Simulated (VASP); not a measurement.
Crystal: AlN (m.b).

```
Al N
1.0
     3.11000    0.00000    0.00000
    -1.55500    2.69334    0.00000
     0.00000    0.00000    4.98000
Al N
2 2
Direct
  0.33333 0.66667 0.00000
  0.66667 0.33333 0.50000
  0.33333 0.66667 0.37700
  0.66667 0.33333 0.87700
```

| Property | Result |
| --- | --- |
| Program | VASP 6.6.1 |
| Task | relaxation of cell and atoms |
| Functional | PBE |
| Potentials or basis | VASP PAW PBE potentials, release 64 (Al, N) |
| Cutoff | 600 eV |
| k mesh | 9 × 9 × 6 |
| Occupations | gaussian, width 0.02 eV |
| Spin | no spin polarisation |

At the start: pressure 3.9 GPa; volume 10.43 Å³/atom.

Q: How do energy, volume and symmetry change on relaxing?

A: Over 8 steps the energy falls by 4.2 meV/atom and the volume is 10.62 Å³/atom (+1.9 %); space group P6_3mc (No. 186, to 0.05 Å).

Step by step:
| step | energy change (eV) | largest force (eV/Å) | pressure (GPa) | volume (Å³) |
| --- | --- | --- | --- | --- |
| 1 | 0.0000 | 0.3292 | 3.89 | 41.71 |
| 2 | -0.0032 | 0.1974 | -3.20 | 43.26 |
| 3 | -0.0163 | 0.0232 | 0.01 | 42.51 |
| 4 | -0.0163 | 0.0283 | 0.08 | 42.49 |
| 5 | -0.0167 | 0.0279 | -0.07 | 42.52 |
| 6 | -0.0167 | 0.0278 | -0.15 | 42.53 |
| 7 | -0.0168 | 0.0125 | 0.07 | 42.48 |
| 8 | -0.0168 | 0.0002 | 0.00 | 42.50 |

Final structure:
```xyz
4
Lattice="3.1281 0.0000 0.0000 -1.5640 2.7090 0.0000 0.0000 0.0000 5.0150" Properties=species:S:1:pos:R:3 pbc="T T T"
Al    0.0000    1.8060    5.0037
Al    1.5640    0.9030    2.4962
N     0.0000    1.8060    1.9020
N     1.5640    0.9030    4.4095
```
